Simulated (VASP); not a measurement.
Wanted: the native input for a VASP 6.6.1 run.

```
Task                   : single point
Functional             : PBE
Potentials or basis    : VASP PAW PBE potentials, release 64 (W_sv, C)
Cutoff                 : 520 eV
k mesh                 : 17 × 17 × 15
Occupations            : fermi-dirac, width 0.1 eV
Spin                   : no spin polarisation
Dipole correction      : no
Further INCAR settings : ALGO = Normal; EDIFF = 1e-06; NBANDS = 16
```

The structure of WC (WC type) lies in POSCAR:

```
WC
1.0
    2.4903962011      0.0000000000      0.0000000000
   -1.2451981005      2.1567463757      0.0000000000
    0.0000000000      0.0000000000      2.5083598383
W C
1 1
Direct
    0.0000000000      0.0000000000      0.0000000000
    0.3333333333      0.6666666667      0.5000000000
```

This cell differs from its parent crystal: volume scaled by 0.64.

These files were run (other wordings do the same):

INCAR

```
ALGO = Normal
EDIFF = 1E-6
ENCUT = 520
GGA = PE
ISIF = 2
ISMEAR = -1
LASPH = T
LCHARG = F
LREAL = F
LWAVE = F
NBANDS = 16
NELM = 80
PREC = Accurate
SIGMA = 0.1
```

KPOINTS

```
k-points
0
Gamma
  17 17 15
```

Potentials or basis: VASP PAW PBE potentials, release 64 (W_sv, C).

Launch:

```bash
$ cat potpaw_PBE.64/W_sv/POTCAR potpaw_PBE.64/C/POTCAR > POTCAR
$ mpirun -np 1 vasp_std > vasp.out
```

Results of the run:

| Item | Value |
| --- | --- |
| Pressure | 434.5 GPa |
| Band gap on the k mesh | zero (band 9 reaches 20.51 eV, above the bottom of band 10 at 16.96 eV) |

Caveat: spin-orbit coupling is left out, which moves the levels of the heavy elements.

It took 20 s on 1 thread of Intel(R) Xeon(R) 6975P-C (Granite Rapids) (shared host), peak memory 0.17 GiB.
